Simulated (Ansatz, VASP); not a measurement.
## BaTe in VASP and in Ansatz

```
Ba Te
1.0
     0.00000    3.47140    3.47140
     3.47140    0.00000    3.47140
     3.47140    3.47140    0.00000
Ba Te
1 1
Direct
  0.00000 0.00000 0.00000
  0.52599 0.52599 0.52599
```

Change from the starting cell: all Te atoms moved +0.312 Å, as atom 2 along Cartesian [1 1 1].

Alike in both runs: task single point; functional PBEsol; k mesh 8 × 8 × 8; occupations gaussian, width 0.05 eV; no spin polarisation.

|  | VASP | Ansatz |
| --- | --- | --- |
| version | VASP 6.6.1 | Ansatz 0.2.0 |
| potentials or method | VASP PAW PBE potentials, release 64 (Ba_sv, Te), cutoff 520 eV | scalar-relativistic, plane waves, PAW |
| valence electrons in the cell | 16 | 26 |

Ansatz gave:

```
gap on the k mesh at the Fermi level (eV)                     : 1.82
least direct gap on the mesh (eV)                             : 2.07
pressure (GPa)                                                : 0.7
traceless stress, the component that is largest in VASP (GPa) : -0.27
rms of the force components (eV/Å)                            : 0.404
```

Q: Which values does VASP return?

A: gap on the k mesh at the Fermi level (eV): 1.75; least direct gap on the mesh (eV): 2.02; pressure (GPa): 1.1; traceless stress, the component that is largest in VASP (GPa): -0.29; rms of the force components (eV/Å): 0.427.

VASP's potentials were made for PBE, not for PBEsol. Atom by atom the forces differ by 0.023 eV/Å (rms over components). The functional is the same, so the differences come from potentials, cutoffs and numerics. VASP's potentials hold 16 valence electrons a cell and Ansatz's 26, so a difference there can come from the potentials and not from the codes.

Spin-orbit coupling is off throughout.
